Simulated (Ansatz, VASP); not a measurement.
# Two plane-wave programs on LiCl

INCAR

```
PREC = Accurate
ENCUT = 520
EDIFF = 1E-6
ISMEAR = 0
SIGMA = 0.01
LREAL = F
LASPH = T
NELM = 60
ALGO = Normal
ISIF = 2
LWAVE = F
LCHARG = F
GGA = PE
NBANDS = 18
```

Contents of KPOINTS:

```
regular mesh
0
Gamma
  6 6 4
```

File POSCAR:

```
LiCl
1.0
    3.8937403989      0.0000000000      0.0000000000
   -1.9468701994      3.3720781012      0.0000000000
    0.0000000000      0.0000000000      6.2258774586
Li Cl
2 2
Direct
    0.6666666667      0.3333333333      0.8780761500
    0.3333333333      0.6666666667      0.3780761500
    0.6666666667      0.3333333333      0.4969248500
    0.3333333333      0.6666666667      0.9969248500
```

Input for Ansatz:

```yaml
crystal:
  lattice:
    - [3.8937403989, 0.0, 0.0]
    - [-1.9468701994, 3.3720781012, 0.0]
    - [0.0, 0.0, 6.2258774586]
  atoms:
    - { symbol: Li, position: [0.6666666667, 0.3333333333, 0.87807615] }
    - { symbol: Li, position: [0.3333333333, 0.6666666667, 0.37807615] }
    - { symbol: Cl, position: [0.6666666667, 0.3333333333, 0.49692485] }
    - { symbol: Cl, position: [0.3333333333, 0.6666666667, 0.99692485] }
kpoints:
  mp_grid: { grid: [6, 6, 4] }
hamiltonian:
  xc: pbe
scf:
  occupations: { method: fixed }
  n_extra_bands: 5
output:
  forces: true
  stress: true
  eigenvalues: true
accuracy: high
```

Alike in both runs: task single point; functional PBE; k mesh 6 × 6 × 4; no spin polarisation.

|  | VASP | Ansatz |
| --- | --- | --- |
| version | VASP 6.6.1 | Ansatz 0.2.0 |
| potentials or method | VASP PAW PBE potentials, release 64 (Li_sv, Cl) | plane waves |
| plane-wave cutoff (eV) | 520 | 420 |
| occupations | gaussian, width 0.01 eV | fixed |
| valence electrons in the cell | 20 | 20 |

Ansatz gave:

| Quantity | Value |
| --- | --- |
| gap on the k mesh at the Fermi level (eV) | 6.02 |

What did VASP give for the same quantities?

gap on the k mesh at the Fermi level (eV): 6.03.

Noted on VASP's run: the cutoff is short for stress, so the pressure is rough.
